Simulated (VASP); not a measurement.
# Si (Fd-3m) in VASP: further runs

The runs below take Si through single point, with LDA.

Program: VASP 6.6.1. These are calculated values, not measurements. Logs are shortened: lines on timing, memory, paths and dates and some standing lists are left out, and cuts for length are marked.

**1. The cell of the first run**

The structure is cubic, space group Fd-3m (No. 227). The conventional cell has a = 5.437 Å, b = 5.437 Å, c = 5.437 Å, α = 90.00°, β = 90.00°, γ = 90.00°. Within 3.1 Å of Si (site symmetry -43m) lie 4 Si at 2.35 Å.

**2. Single point, LDA**

INCAR

```
PREC     = Accurate       # precision mode
ENCUT    = 520            # plane-wave cutoff, eV
EDIFF    = 1E-6           # SCF threshold, eV
ISMEAR   = 0              # smearing method
SIGMA    = 0.1            # smearing width, eV
LREAL    = F              # projectors in reciprocal space
LASPH    = T              # aspherical terms in the spheres
NELM     = 60             # most SCF steps
ALGO     = Normal         # electronic algorithm
ISIF     = 2              # what is computed and relaxed
LWAVE    = F              # write WAVECAR
LCHARG   = T              # write CHGCAR
GGA      = CA             # functional
LELF     = T              # ELF
LVHAR    = T            
NBANDS   = 11             # bands
```

KPOINTS

```
regular mesh
0
Gamma
  6 6 6
```

POSCAR

```
Si
1.0
    0.0000000000      2.7185000000      2.7185000000
    2.7185000000      0.0000000000      2.7185000000
    2.7185000000      2.7185000000      0.0000000000
Si
2
Direct
    0.5000000000      0.5000000000      0.5000000000
    0.7500000000      0.7500000000      0.7500000000
```

Potentials or basis: VASP PAW LDA potentials, release 64 (Si).

Run with:

```
$ cat potpaw_LDA.64/Si/POTCAR > POTCAR
$ mpirun -np 1 vasp_std > vasp.out
```

OUTCAR:

```text
PREC = Accurate
   ENCUT = 520
   EDIFF = 1E-6
   ISMEAR = 0
   LREAL = F
   LASPH = T
   NELM = 60
   ISIF = 2
   GGA = CA

 ion  position               nearest neighbor table
   1  0.500  0.500  0.500-   2 2.35   2 2.35   2 2.35   2 2.35
   2  0.750  0.750  0.750-   1 2.35   1 2.35   1 2.35   1 2.35

  LATTYP: Found a face centered cubic cell.
 ALAT       =     5.4370000000

  Lattice vectors:

 A1 = (   0.0000000000,   2.7185000000,   2.7185000000)
 A2 = (   2.7185000000,   0.0000000000,   2.7185000000)
 A3 = (   2.7185000000,   2.7185000000,   0.0000000000)

Analysis of symmetry for initial positions (statically):
=====================================================================
 Subroutine PRICEL returns:
 Original cell was already a primitive cell.

 Routine SETGRP: Setting up the symmetry group for a
 face centered cubic supercell.

 Subroutine GETGRP returns: Found 48 space group operations
 (whereof 24 operations were pure point group operations)
 out of a pool of 48 trial point group operations.

The static configuration has the point symmetry T_d .
 The point group associated with its full space group is O_h .

Analysis of symmetry for dynamics (positions and initial velocities):
=====================================================================
 Subroutine PRICEL returns:
 Original cell was already a primitive cell.

 Routine SETGRP: Setting up the symmetry group for a
 face centered cubic supercell.

 Subroutine GETGRP returns: Found 48 space group operations
 (whereof 24 operations were pure point group operations)
 out of a pool of 48 trial point group operations.

The dynamic configuration has the point symmetry T_d .
 The point group associated with its full space group is O_h .

 Subroutine INISYM returns: Found 48 space group operations
 (whereof 24 operations are pure point group operations),
 and found     1 'primitive' translations

----------------------------------------------------------------------------------------

                                     Primitive cell

  volume of cell :      40.1807

  direct lattice vectors                    reciprocal lattice vectors
     0.000000000  2.718500000  2.718500000    -0.183924959  0.183924959  0.183924959
     2.718500000  0.000000000  2.718500000     0.183924959 -0.183924959  0.183924959
     2.718500000  2.718500000  0.000000000     0.183924959  0.183924959 -0.183924959

  length of vectors
     3.844539569  3.844539569  3.844539569     0.318567373  0.318567373  0.318567373

  position of ions in fractional coordinates (direct lattice)
     0.500000000  0.500000000  0.500000000
     0.750000000  0.750000000  0.750000000

  ion indices of the primitive-cell ions
   primitive index   ion index
                 1           1
                 2           2

----------------------------------------------------------------------------------------

 KPOINTS: regular mesh

Automatic generation of k-mesh.
 Grid dimensions read from file:
 generate k-points for:    6    6    6

 Generating k-lattice:

  Cartesian coordinates                     Fractional coordinates (reciprocal lattice)
    -0.030654160  0.030654160  0.030654160     0.166666667  0.000000000  0.000000000
     0.030654160 -0.030654160  0.030654160     0.000000000  0.166666667  0.000000000
     0.030654160  0.030654160 -0.030654160     0.000000000  0.000000000  0.166666667

  Length of vectors
     0.053094562  0.053094562  0.053094562

  Shift w.r.t. Gamma in fractional coordinates (k-lattice)
     0.000000000  0.000000000  0.000000000

 Subroutine IBZKPT returns following result:
 ===========================================

 Found     16 irreducible k-points:

 Following reciprocal coordinates:
            Coordinates               Weight
  0.000000  0.000000  0.000000      1.000000
  0.166667  0.000000  0.000000      8.000000
  0.333333  0.000000  0.000000      8.000000
  0.500000  0.000000  0.000000      4.000000
  0.166667  0.166667  0.000000      6.000000
  0.333333  0.166667  0.000000     24.000000
[... 8 lines left out ...]
 -0.333333  0.333333  0.166667     24.000000
 -0.333333  0.500000  0.166667     12.000000
   k-points           NKPTS =     16   k-points in BZ     NKDIM =     16   number of bands    NBANDS=     11
   number of dos      NEDOS =    301   number of ions     NIONS =      2
   total plane-waves  NPLWV =  27000
   dimension x,y,z NGX =    30 NGY =   30 NGZ =   30
   dimension x,y,z NGXF=    60 NGYF=   60 NGZF=   60
   ions per type =               2
   NGX,Y,Z   is equivalent  to a cutoff of  12.97, 12.97, 12.97 a.u.
   NGXF,Y,Z  is equivalent  to a cutoff of  25.95, 25.95, 25.95 a.u.
 SYSTEM =  unknown system
   PREC   = accura    normal or accurate (medium, high low for compatibility)
   ISTART =      0    job   : 0-new  1-cont  2-samecut
   ICHARG =      2    charge: 1-file 2-atom 10-const
   ISPIN  =      1    spin polarized calculation?
   LNONCOLLINEAR =      F non collinear calculations
   LSORBIT =      F    spin-orbit coupling
   LASPH  =      T    aspherical Exc in radial PAW
   ENCUT  =  520.0 eV  38.22 Ry    6.18 a.u.   7.15  7.15  7.15*2*pi/ulx,y,z
   NELM   =     60;   NELMIN=  2; NELMDL= -5     # of ELM steps
   EDIFF  = 0.1E-05   stopping-criterion for ELM
   LREAL  =      F    real-space projection
   EDIFFG = 0.1E-04   stopping-criterion for IOM
   NSW    =      0    number of steps for IOM
   IBRION =     -1    ionic relax: 0-MD 1-quasi-New 2-CG
   NFREE  =      0    steps in history (QN), initial steepest desc. (CG)
   ISIF   =      2    stress and relaxation
   ISYM   =      2    0-nonsym 1-usesym 2-fastsym
   POTIM  = 0.5000    time-step for ionic-motion
   TEBEG  =    0.0;   TEEND  =   0.0 temperature during run
   PSTRESS=    0.0 pullay stress
   NELECT =       8.0000    total number of electrons
   NUPDOWN=      -1.0000    fix difference up-down
   EMIN   =  10.00;   EMAX   =-10.00  energy-range for DOS
   EFERMI =   0.00;   METHOD = LEGACY
   ISMEAR =     0;   SIGMA  =   0.10  broadening in eV -4-tet -1-fermi 0-gaus
   EFERMI_NEDOS =   21; number of points for ismear=-14 and -15
   IALGO  =     38    algorithm
   IMIX   =      4    mixing-type and parameters
     AMIX     =   0.40;   BMIX     =  1.00
     AMIX_MAG =   1.60;   BMIX_MAG =  1.00
  volume/ion in A,a.u.               =      20.09       135.58
  Fermi-wavevector in a.u.,A,eV,Ry     =   0.955943  1.806471 12.433381  0.913828
  Thomas-Fermi vector in A             =   2.084827
   LORBIT       =      0    0 simple, 1 ext, 2 COOP (PROOUT), +10 PAW based schemes
   GGA     = CA    functional components
   LHFCALC =     F    Hartree Fock is set to
   AEXX    =    0.0000 exact exchange contribution
   IVDW    =     0    specifies the selected vdW correction
   LEPSILON=     F    determine dielectric tensor
   LRPA    =     F    only Hartree local field effects (RPA)
 non-spin polarized calculation
 Gauss-broadening in eV      SIGMA  =   0.10
  energy-cutoff  :      520.00
  volume of cell :       40.18
 maximum number of plane-waves:      1106
 NGX is ok and might be reduce to    30
   NGX = 15   NGY = 15   NGZ = 15

 number of electron       8.0000001 magnetization

 Free energy of the ion-electron system (eV)
  ---------------------------------------------------
  ext. energy  EPLUGINS =         0.00000000
  ---------------------------------------------------
  free energy    TOTEN  =       -11.88994357 eV

  energy without entropy =      -11.88994331  energy(sigma->0) =      -11.88994344

 E-fermi :   6.0384     XC(G=0):  -9.5898

 val. band max:        5.7429301021   @ k =   0.0000   0.0000   0.0000
 cond. band min:       6.3475688375   @ k =   0.5000   0.5000   0.0000
 fundamental gap:      0.6046387354
 Fermi energy:         6.0384374736

 k-point     1 :       0.0000    0.0000    0.0000
  band No.  band energies     occupation
      1      -6.1930      2.00000
      2       5.7429      1.99997
      3       5.7429      1.99997
      4       5.7429      1.99997
      5       8.2615      0.00000
      6       8.2615      0.00000
      7       8.2615      0.00000
      8       8.9119      0.00000
      9      13.3990      0.00000
     10      13.4643      0.00000
     11      13.4643      0.00000

 k-point     2 :       0.1667    0.0000    0.0000
  band No.  band energies     occupation
      1      -5.8326      2.00000
      2       3.3485      2.00000
      3       5.2931      2.00000
      4       5.2931      2.00000
      5       7.9897      0.00000
      6       8.9061      0.00000
      7       8.9061      0.00000
      8      11.0307      0.00000
      9      12.7997      0.00000
     10      12.7997      0.00000
     11      14.5625      0.00000

 k-point     3 :       0.3333    0.0000    0.0000
  band No.  band energies     occupation
      1      -4.8187      2.00000
      2       0.4007      2.00000
      3       4.7465      2.00000
      4       4.7465      2.00000
      5       7.3848      0.00000
      6       9.1989      0.00000
      7       9.1989      0.00000
      8      13.4026      0.00000
      9      13.6783      0.00000
     10      13.6783      0.00000
     11      14.6279      0.00000
[... 155 lines left out ...]
 k-point    15 :      -0.3333    0.3333    0.1667
  band No.  band energies     occupation
      1      -2.9239      2.00000
      2      -1.0952      2.00000
      3       1.7169      2.00000
      4       2.9741      2.00000
      5       9.0092      0.00000
      6       9.2110      0.00000
      7      11.7431      0.00000
      8      12.1589      0.00000
      9      13.2043      0.00000
     10      16.7325      0.00000
     11      17.5619      0.00000

 k-point    16 :      -0.3333    0.5000    0.1667
  band No.  band energies     occupation
      1      -1.9397      2.00000
      2      -1.9397      2.00000
      3       2.0856      2.00000
      4       2.0856      2.00000
      5       8.3998      0.00000
      6       8.3998      0.00000
      7      12.4051      0.00000
      8      12.4051      0.00000
      9      16.1963      0.00000
     10      16.1963      0.00000
     11      18.5685      0.00000

------------------------ aborting loop because EDIFF is reached ----------------------------------------

  FORCE on cell =-STRESS in cart. coord.  units (eV):
  Direction    XX          YY          ZZ          XY          YZ          ZX
  --------------------------------------------------------------------------------------
  -------------------------------------------------------------------------------------
  Total       -0.4245548     -0.4245548     -0.4245548     -0.0000000      0.0000000      0.0000000
  in kB      -16.9288066    -16.9288066    -16.9288066     -0.0000000      0.0000000      0.0000000
  external PRESSURE =     -16.9288066 kB  Pullay stress =       0.0000000 kB

 VOLUME and BASIS-vectors are now :
 -----------------------------------------------------------------------------
  energy-cutoff  :      520.00
  volume of cell :       40.18
      direct lattice vectors                 reciprocal lattice vectors
     0.000000000  2.718500000  2.718500000    -0.183924959  0.183924959  0.183924959
     2.718500000  0.000000000  2.718500000     0.183924959 -0.183924959  0.183924959
     2.718500000  2.718500000  0.000000000     0.183924959  0.183924959 -0.183924959

 POSITION                                       TOTAL-FORCE (eV/Angst)
 -----------------------------------------------------------------------------------
      2.71850      2.71850      2.71850         0.000000      0.000000      0.000000
      4.07775      4.07775      4.07775        -0.000000     -0.000000     -0.000000
 -----------------------------------------------------------------------------------
    total drift:                                0.000000     -0.000000     -0.000000

  FREE ENERGIE OF THE ION-ELECTRON SYSTEM (eV)
  ---------------------------------------------------
  free  energy   TOTEN  =       -11.8899435707 eV

  energy  without entropy=      -11.8899433111  energy(sigma->0) =      -11.88994344
```

It took 6.9 s on 1 thread of AMD EPYC 7R43 (Zen 3), shared host; peak memory 0.11 GiB.

What came out:

```
Free energy            : -11.8899 eV
Pressure               : -1.7 GPa
Band gap on the k mesh : 0.60 eV, indirect (least direct gap 2.52 eV)
```

Levels at points of the mesh, in eV from the valence-band top:
```tsv
k point	band 1	band 2	band 3	band 4	band 5	band 6	band 7	band 8
(0.00, 0.00, 0.00)	-11.94	0.00	0.00	0.00	2.52	2.52	2.52	3.17
(0.50, 0.00, 0.00)	-9.61	-6.98	-1.19	-1.19	1.41	3.29	3.29	7.50
(0.50, 0.50, 0.00)	-7.80	-7.80	-2.85	-2.85	0.60	0.60	9.95	9.95
```

**3. Single point, LDA**

This run uses another cell than the first one, of 19.70 Å³/atom, 0.981 times its volume.

INCAR

```
SYSTEM = Si
ALGO = Normal
EDIFF = 1E-6
ENCUT = 520
ISIF = 2
ISMEAR = 0
LASPH = .True.
LCHARG = .False.
LREAL = .False.
LWAVE = .False.
NBANDS = 11
NELM = 100
PREC = Accurate
SIGMA = 0.02
```

KPOINTS

```
k-points
0
Gamma
  8 8 8
  0 0 0
```

POSCAR

```
Si
1.0
    0.0000000000      2.7008305081      2.7008305081
    2.7008305081      0.0000000000      2.7008305081
    2.7008305081      2.7008305081      0.0000000000
Si
2
Direct
    0.5000000000      0.5000000000      0.5000000000
    0.7500000000      0.7500000000      0.7500000000
```

Potentials or basis: VASP PAW LDA potentials, release 64 (Si).

Run with:

```
$ cat potpaw_LDA.64/Si/POTCAR > POTCAR
$ mpirun -np 1 vasp_std > vasp.out
```

It took 7.5 s on 1 thread of AMD EPYC 7R43 (Zen 3), shared host; peak memory 0.1 GiB.

The run converged. Its results:

- Free energy: -11.9156 eV
- Pressure: 0.1 GPa
- Band gap on the k mesh: 0.49 eV, indirect (least direct gap 2.53 eV)

Levels at points of the mesh, in eV from the valence-band top:
```
           k point  band 2  band 3  band 4  band 5  band 6  band 7
(0.00, 0.00, 0.00)    0.00    0.00    0.00    2.53    2.53    2.53
(0.50, 0.00, 0.00)   -7.07   -1.21   -1.21    1.49    3.28    3.28
(0.50, 0.50, 0.00)   -7.87   -2.90   -2.90    0.57    0.57   10.12
```

A k mesh can miss the band edges. LDA gaps usually lie below the measured ones, often by a third to a half.
